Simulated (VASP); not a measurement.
# Mo in VASP: a series of runs

Runs on Mo. Level: LDA. Tasks: single point, relaxation of the atoms.

All numbers are computed with VASP 6.6.1; they aren't measurements. Logs are shortened: lines on timing, memory, paths and dates and some standing lists are left out, and cuts for length are marked.

### 1 The cell of the first run

The cell holds a slab with vacuum, 4 atoms: a = 3.111 Å, b = 3.111 Å, c = 21.510 Å, α = 90.00°, β = 90.00°, γ = 90.00°.

### 2 Single point, LDA

INCAR

```
  PREC = Accurate
  ENCUT = 520
  EDIFF = 1E-7
  ISMEAR = 0
  SIGMA = 0.1
  LREAL = False
  LASPH = True
  NELM = 80
  ALGO = Normal
  ISIF = 2
  LWAVE = False
  LCHARG = False
  LDIPOL = True
  IDIPOL = 3
  DIPOL = 0.5 0.5 0.293
  NBANDS = 36
```

KPOINTS

```
Automatic mesh
0
Gamma
  9 9 1
```

POSCAR

```
Mo
1.0
    3.1111816891      0.0000000000      0.0000000000
    0.0000000000      3.1111816891      0.0000000000
    0.0000000000      0.0000000000     21.5098172784
Mo
4
Direct
    0.5000000000      0.5000000000      0.1859615983
    0.0000000000      0.0000000000      0.2582816382
    0.5000000000      0.5000000000      0.3325055024
    0.0000000000      0.0000000000      0.3956248056
```

Potentials or basis: VASP PAW LDA potentials, release 64 (Mo_sv).

The run is started by

```
> cat potpaw_LDA.64/Mo_sv/POTCAR > POTCAR
> mpirun -np 1 vasp_std > vasp.out
```

OUTCAR:

```text
PREC = Accurate
   ENCUT = 520
   EDIFF = 1E-7
   ISMEAR = 0
   LREAL = False
   LASPH = True
   NELM = 80
   ISIF = 2

 ion  position               nearest neighbor table
   1  0.500  0.500  0.186-   2 2.69   2 2.69   2 2.69   2 2.69   3 3.15
   2  0.000  0.000  0.258-   1 2.69   1 2.69   1 2.69   1 2.69   3 2.72   3 2.72   3 2.72   3 2.72
                             4 2.95
   3  0.500  0.500  0.333-   4 2.59   4 2.59   4 2.59   4 2.59   2 2.72   2 2.72   2 2.72   2 2.72
                             1 3.15
   4  0.000  0.000  0.396-   3 2.59   3 2.59   3 2.59   3 2.59   2 2.95

  LATTYP: Found a simple tetragonal cell.
 ALAT       =     3.1111816891
 C/A-ratio  =     6.9137129965

  Lattice vectors:

 A1 = (   3.1111816891,   0.0000000000,   0.0000000000)
 A2 = (   0.0000000000,   3.1111816891,   0.0000000000)
 A3 = (   0.0000000000,   0.0000000000,  21.5098172784)

Analysis of symmetry for initial positions (statically):
=====================================================================
 Subroutine PRICEL returns:
 Original cell was already a primitive cell.

 Routine SETGRP: Setting up the symmetry group for a
 simple tetragonal supercell.

 Subroutine GETGRP returns: Found  8 space group operations
 (whereof  8 operations were pure point group operations)
 out of a pool of 16 trial point group operations.

The static configuration has the point symmetry C_4v.

Analysis of symmetry for dynamics (positions and initial velocities):
=====================================================================
 Subroutine PRICEL returns:
 Original cell was already a primitive cell.

 Routine SETGRP: Setting up the symmetry group for a
 simple tetragonal supercell.

 Subroutine GETGRP returns: Found  8 space group operations
 (whereof  8 operations were pure point group operations)
 out of a pool of 16 trial point group operations.

The dynamic configuration has the point symmetry C_4v.

 Subroutine INISYM returns: Found  8 space group operations
 (whereof  8 operations are pure point group operations),
 and found     1 'primitive' translations

----------------------------------------------------------------------------------------

                                     Primitive cell

  volume of cell :     208.2032

  direct lattice vectors                    reciprocal lattice vectors
     3.111181689  0.000000000  0.000000000     0.321421280  0.000000000  0.000000000
     0.000000000  3.111181689  0.000000000     0.000000000  0.321421280  0.000000000
     0.000000000  0.000000000 21.509817278     0.000000000  0.000000000  0.046490400

  length of vectors
     3.111181689  3.111181689 21.509817278     0.321421280  0.321421280  0.046490400

  position of ions in fractional coordinates (direct lattice)
     0.500000000  0.500000000  0.185961598
     0.000000000  0.000000000  0.258281638
     0.500000000  0.500000000  0.332505502
     0.000000000  0.000000000  0.395624806

  ion indices of the primitive-cell ions
   primitive index   ion index
                 1           1
                 2           2
                 3           3
                 4           4

----------------------------------------------------------------------------------------

 KPOINTS: Automatic mesh

Automatic generation of k-mesh.
 Grid dimensions read from file:
 generate k-points for:    9    9    1

 Generating k-lattice:

  Cartesian coordinates                     Fractional coordinates (reciprocal lattice)
     0.035713476  0.000000000  0.000000000     0.111111111  0.000000000  0.000000000
     0.000000000  0.035713476  0.000000000     0.000000000  0.111111111  0.000000000
     0.000000000  0.000000000  0.046490400     0.000000000  0.000000000  1.000000000

  Length of vectors
     0.035713476  0.035713476  0.046490400

  Shift w.r.t. Gamma in fractional coordinates (k-lattice)
     0.000000000  0.000000000  0.000000000

 Subroutine IBZKPT returns following result:
 ===========================================

 Found     15 irreducible k-points:

 Following reciprocal coordinates:
            Coordinates               Weight
  0.000000  0.000000  0.000000      1.000000
  0.111111  0.000000  0.000000      4.000000
  0.222222  0.000000  0.000000      4.000000
  0.333333  0.000000  0.000000      4.000000
  0.444444  0.000000  0.000000      4.000000
  0.111111  0.111111  0.000000      4.000000
  0.222222  0.111111  0.000000      8.000000
  0.333333  0.111111  0.000000      8.000000
  0.444444  0.111111  0.000000      8.000000
  0.222222  0.222222  0.000000      4.000000
  0.333333  0.222222  0.000000      8.000000
  0.444444  0.222222  0.000000      8.000000
  0.333333  0.333333  0.000000      4.000000
  0.444444  0.333333  0.000000      8.000000
  0.444444  0.444444  0.000000      4.000000
   k-points           NKPTS =     15   k-points in BZ     NKDIM =     15   number of bands    NBANDS=     36
   number of dos      NEDOS =    301   number of ions     NIONS =      4
   total plane-waves  NPLWV =  92160
   dimension x,y,z NGX =    24 NGY =   24 NGZ =  160
   dimension x,y,z NGXF=    48 NGYF=   48 NGZF=  320
   ions per type =               4
   NGX,Y,Z   is equivalent  to a cutoff of  12.82, 12.82, 12.37 a.u.
   NGXF,Y,Z  is equivalent  to a cutoff of  25.65, 25.65, 24.73 a.u.
 SYSTEM =  unknown system
   PREC   = accura    normal or accurate (medium, high low for compatibility)
   ISTART =      0    job   : 0-new  1-cont  2-samecut
   ICHARG =      2    charge: 1-file 2-atom 10-const
   ISPIN  =      1    spin polarized calculation?
   LNONCOLLINEAR =      F non collinear calculations
   LSORBIT =      F    spin-orbit coupling
   LASPH  =      T    aspherical Exc in radial PAW
   ENCUT  =  520.0 eV  38.22 Ry    6.18 a.u.   5.78  5.78 39.99*2*pi/ulx,y,z
   NELM   =     80;   NELMIN=  2; NELMDL= -5     # of ELM steps
   EDIFF  = 0.1E-06   stopping-criterion for ELM
   LREAL  =      F    real-space projection
   EDIFFG = 0.1E-05   stopping-criterion for IOM
   NSW    =      0    number of steps for IOM
   IBRION =     -1    ionic relax: 0-MD 1-quasi-New 2-CG
   NFREE  =      0    steps in history (QN), initial steepest desc. (CG)
   ISIF   =      2    stress and relaxation
   ISYM   =      2    0-nonsym 1-usesym 2-fastsym
   POTIM  = 0.5000    time-step for ionic-motion
   TEBEG  =    0.0;   TEEND  =   0.0 temperature during run
   PSTRESS=    0.0 pullay stress
   NELECT =      56.0000    total number of electrons
   NUPDOWN=      -1.0000    fix difference up-down
   EMIN   =  10.00;   EMAX   =-10.00  energy-range for DOS
   EFERMI =   0.00;   METHOD = LEGACY
   ISMEAR =     0;   SIGMA  =   0.10  broadening in eV -4-tet -1-fermi 0-gaus
   EFERMI_NEDOS =   21; number of points for ismear=-14 and -15
   IALGO  =     38    algorithm
   IMIX   =      4    mixing-type and parameters
     AMIX     =   0.40;   BMIX     =  1.00
     AMIX_MAG =   1.60;   BMIX_MAG =  1.00
  volume/ion in A,a.u.               =      52.05       351.26
  Fermi-wavevector in a.u.,A,eV,Ry     =   1.056757  1.996981 15.194099  1.116735
  Thomas-Fermi vector in A             =   2.192004
   LORBIT       =      0    0 simple, 1 ext, 2 COOP (PROOUT), +10 PAW based schemes
   GGA     = CA    functional components
   LHFCALC =     F    Hartree Fock is set to
   AEXX    =    0.0000 exact exchange contribution
   IVDW    =     0    specifies the selected vdW correction
   LEPSILON=     F    determine dielectric tensor
   LRPA    =     F    only Hartree local field effects (RPA)
 non-spin polarized calculation
 Gauss-broadening in eV      SIGMA  =   0.10
  energy-cutoff  :      520.00
  volume of cell :      208.20
 maximum number of plane-waves:      5636
 NGX is ok and might be reduce to    24
   NGX = 11   NGY = 11   NGZ = 79

 dipolmoment           0.000000      0.000000      0.000608 electrons x Angstroem

 number of electron      55.9999987 magnetization

 dipolmoment           0.000000      0.000000     -0.002436 electrons x Angstroem

 Free energy of the ion-electron system (eV)
  ---------------------------------------------------
  ext. energy  EPLUGINS =         0.00000000
  ---------------------------------------------------
  free energy    TOTEN  =       -43.92916328 eV

  energy without entropy =      -43.91021270  energy(sigma->0) =      -43.91968799

 E-fermi :   0.8185     XC(G=0):  -5.1258

 val. band max:        0.7787352094   @ k =   0.1111   0.0000   0.0000
 cond. band min:       0.8219300409   @ k =   0.3333   0.2222   0.0000
 fundamental gap:      0.0431948315
 Fermi energy:         0.8184809433

 k-point     1 :       0.0000    0.0000    0.0000
  band No.  band energies     occupation
      1     -59.7830      2.00000
      2     -59.5750      2.00000
      3     -59.3098      2.00000
      4     -59.1733      2.00000
      5     -34.2378      2.00000
      6     -34.1983      2.00000
[... 28 lines left out ...]
     35       3.2865      0.00000
     36       3.5803      0.00000

 k-point     2 :       0.1111    0.0000    0.0000
  band No.  band energies     occupation
      1     -59.7669      2.00000
      2     -59.5680      2.00000
      3     -59.3128      2.00000
      4     -59.1824      2.00000
      5     -34.3183      2.00000
      6     -34.2431      2.00000
[... 28 lines left out ...]
     35       3.1038      0.00000
     36       3.1523      0.00000

 k-point     3 :       0.2222    0.0000    0.0000
  band No.  band energies     occupation
      1     -59.7223      2.00000
      2     -59.5509      2.00000
      3     -59.3220      2.00000
      4     -59.2073      2.00000
      5     -34.4600      2.00000
      6     -34.3608      2.00000
[... 28 lines left out ...]
     35       3.0006      0.00000
     36       3.1793      0.00000
[... 391 lines left out ...]
 k-point    14 :       0.4444    0.3333    0.0000
  band No.  band energies     occupation
      1     -59.5698      2.00000
      2     -59.5242      2.00000
      3     -59.3288      2.00000
      4     -59.2500      2.00000
      5     -34.6175      2.00000
      6     -34.5538      2.00000
[... 28 lines left out ...]
     35       3.7393      0.00000
     36       3.7844      0.00000

 k-point    15 :       0.4444    0.4444    0.0000
  band No.  band energies     occupation
      1     -59.5608      2.00000
      2     -59.5200      2.00000
      3     -59.3239      2.00000
      4     -59.2453      2.00000
      5     -34.6652      2.00000
      6     -34.6507      2.00000
[... 28 lines left out ...]
     35       3.7496      0.00000
     36       3.8801      0.00000

------------------------ aborting loop because EDIFF is reached ----------------------------------------

 vacuum level on the upper side and lower side of the slab       (xc-potential included)        -0.110        -0.086

  FORCE on cell =-STRESS in cart. coord.  units (eV):
  Direction    XX          YY          ZZ          XY          YZ          ZX
  --------------------------------------------------------------------------------------
  -------------------------------------------------------------------------------------
  Total       -5.9159716     -5.9159716     -2.4692301      0.0000000      0.0000000      0.0000000
  in kB      -45.5249199    -45.5249199    -19.0013597      0.0000000      0.0000000      0.0000000
  external PRESSURE =     -36.6837332 kB  Pullay stress =       0.0000000 kB

 VOLUME and BASIS-vectors are now :
 -----------------------------------------------------------------------------
  energy-cutoff  :      520.00
  volume of cell :      208.20
      direct lattice vectors                 reciprocal lattice vectors
     3.111181689  0.000000000  0.000000000     0.321421280  0.000000000  0.000000000
     0.000000000  3.111181689  0.000000000     0.000000000  0.321421280  0.000000000
     0.000000000  0.000000000 21.509817278     0.000000000  0.000000000  0.046490400

 POSITION                                       TOTAL-FORCE (eV/Angst)
 -----------------------------------------------------------------------------------
      1.55559      1.55559      4.00000        -0.000000      0.000000      1.715825
      0.00000      0.00000      5.55559         0.000000      0.000000     -1.779638
      1.55559      1.55559      7.15213        -0.000000      0.000000     -0.029870
      0.00000      0.00000      8.50982         0.000000      0.000000      0.093683
 -----------------------------------------------------------------------------------
    total drift:                                0.000000     -0.000000      0.000088

  FREE ENERGIE OF THE ION-ELECTRON SYSTEM (eV)
  ---------------------------------------------------
  free  energy   TOTEN  =       -43.9291632843 eV

  energy  without entropy=      -43.9102127007  energy(sigma->0) =      -43.91968799

 vacuum level on the upper side and lower side of the slab         4.919         4.942
```

Run time: 2.9 min. Hardware: 1 thread of Intel Xeon Platinum 8259CL at 2.50GHz (Skylake/Cascade Lake), shared host; peak memory 0.27 GiB.

What came out:

```
Free energy            : -43.9292 eV
Largest force          : 1.780 eV/Å
Band gap on the k mesh : zero (bands 28 and 29 overlap by 1.72 eV)
```

Forces in eV/Å, atoms in the order of the input:
```
Mo   0.000  0.000  1.716
Mo   0.000  0.000 -1.780
Mo   0.000  0.000 -0.030
Mo   0.000  0.000  0.094
```

Levels at points of the mesh, in eV from the Fermi level:
| k point | band 24 | band 25 | band 26 | band 27 | band 28 | band 29 | band 30 | band 31 | band 32 | band 33 |
| --- | --- | --- | --- | --- | --- | --- | --- | --- | --- | --- |
| (0.00, 0.00, 0.00) | -1.00 | -0.94 | -0.80 | -0.31 | -0.31 | -0.15 | 0.07 | 0.52 | 1.04 | 1.04 |

[end of part 1 of 2]
